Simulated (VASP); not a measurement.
Runs of VASP 6.6.1 on Si. The structure is that of space group Fd-3m (No. 227), or close to it. The cells are those of the table. 

| task | cell | cutoff (eV) | gap on the mesh (eV) | pressure (GPa) |
| --- | --- | --- | --- | --- |
| relaxation of cell and atoms | relaxed to -2 GPa from a = 3.842 Å, angles 60.0, 60.0, 90.0°, 2 atoms | 600 | (a) | -2.0 |
| single point | a = 3.792 Å, angles 60.0, 60.0, 90.0°, 2 atoms | 520 | 0.44 | 4.2 |
| relaxation of cell and atoms | relaxed to 4 GPa from a = 3.842 Å, angles 60.0, 60.0, 90.0°, 2 atoms | 600 | 0.44 | 4.0 |
| relaxation of cell and atoms | relaxed to 2 GPa from a = 3.842 Å, angles 60.0, 60.0, 90.0°, 2 atoms | 600 | 0.47 | 2.0 |

Alike in all rows: level PBEsol; potentials or basis VASP PAW PBE potentials, release 64 (Si); no spin polarisation; k mesh 8 × 8 × 8; smearing gaussian 0.01 eV.

Fill in the values left out.

(a) 0.54.

Caveats: the PAW data sets were made with another functional, which shifts forces and pressure a little; the cell is relaxed towards a set pressure, so the enthalpy falls and the energy may rise (some runs).

A k mesh can miss the band edges.
